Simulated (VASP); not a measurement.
**Ta2Sn: relaxation of cell and atoms with PBE**

The system is Ta2Sn.

```
CELL_PARAMETERS angstrom
-1.78097 1.78097 4.55212
1.78097 -1.78097 4.55212
1.78097 1.78097 -4.55212
ATOMIC_POSITIONS crystal
Ta 0.67310 0.67310 0.00000
Ta 0.32690 0.32690 0.00000
Sn 0.00000 0.00000 0.00000
```

```yaml
Program: VASP 6.6.1
Task: relaxation of cell and atoms
Functional: PBE
Potentials_or_basis: VASP PAW PBE potentials, release 64 (Ta_pv, Sn_d)
Cutoff: 600 eV
k_mesh: 18 × 18 × 18
Occupations: gaussian, width 0.1 eV
Spin: no spin polarisation
Dipole_correction: no
Further_INCAR_settings: ALGO = Fast; EDIFF = 1e-06; IBRION = 2; EDIFFG = -0.01; NSW = 100; ISIF = 3
```

```json
{"Relaxed volume": "19.30 Å³/atom", "Relaxed cell": "a = 5.221 Å, b = 5.221 Å, c = 5.221 Å, α = 140.15°, β = 140.15°, γ = 57.62°", "Space group after relaxing (to 0.1 Å)": "I4/mmm (No. 139)", "Energy gained by relaxing": "0.6 meV/atom", "Ionic steps": "5", "Pressure after relaxing": "0.0 GPa", "Largest force after relaxing": "0.007 eV/Å", "Band gap on the k mesh": "zero (bands 18 and 19 overlap by 1.01 eV)"}
```

Forces on the atoms (eV/Å):
```
Ta   0.000  0.000  0.007
Ta   0.000  0.000 -0.007
Sn   0.000  0.000  0.000
```

Step by step:
```tsv
step	energy change (eV)	largest force (eV/Å)	pressure (GPa)	volume (Å³)
1	0.0000	0.1132	0.41	57.75
2	-0.0009	0.0738	-0.75	58.17
3	-0.0011	0.0859	-0.41	58.05
4	-0.0019	0.0042	0.10	57.90
5	-0.0019	0.0072	0.02	57.91
```

Final structure:
```yaml
crystal:
  lattice:
    - [-1.77909, 1.77909, 4.57436]
    - [1.77909, -1.77909, 4.57436]
    - [1.77909, 1.77909, -4.57436]
  atoms:
    - { symbol: Ta, position: [0.67420, 0.67420, 0.00000] }
    - { symbol: Ta, position: [0.32580, 0.32580, 0.00000] }
    - { symbol: Sn, position: [0.00000, 0.00000, 0.00000] }
```

Levels at points of the mesh, in eV from the Fermi level:
| k point | band 14 | band 15 | band 16 | band 17 | band 18 | band 19 | band 20 | band 21 | band 22 |
| --- | --- | --- | --- | --- | --- | --- | --- | --- | --- |
| (0.00, 0.00, 0.00) | -3.03 | -2.13 | -0.98 | -0.98 | -0.10 | 0.53 | 0.95 | 0.95 | 2.66 |
| (0.50, 0.00, 0.00) | -3.50 | -2.96 | -1.73 | -1.20 | -1.18 | 1.57 | 1.86 | 2.83 | 3.08 |
| (0.50, 0.50, 0.00) | -4.03 | -3.74 | -1.08 | -1.07 | -0.95 | 0.79 | 1.42 | 2.50 | 3.18 |
| (0.50, 0.50, 0.50) | -3.30 | -2.23 | -0.52 | -0.52 | -0.05 | 1.52 | 2.31 | 2.31 | 2.46 |

Run time: 110 min on 1 thread of Oxide Virtual Turin-like Processor (shared host), peak memory 0.81 GiB.

Caveat: spin-orbit coupling is left out, which moves the levels of the heavy elements.
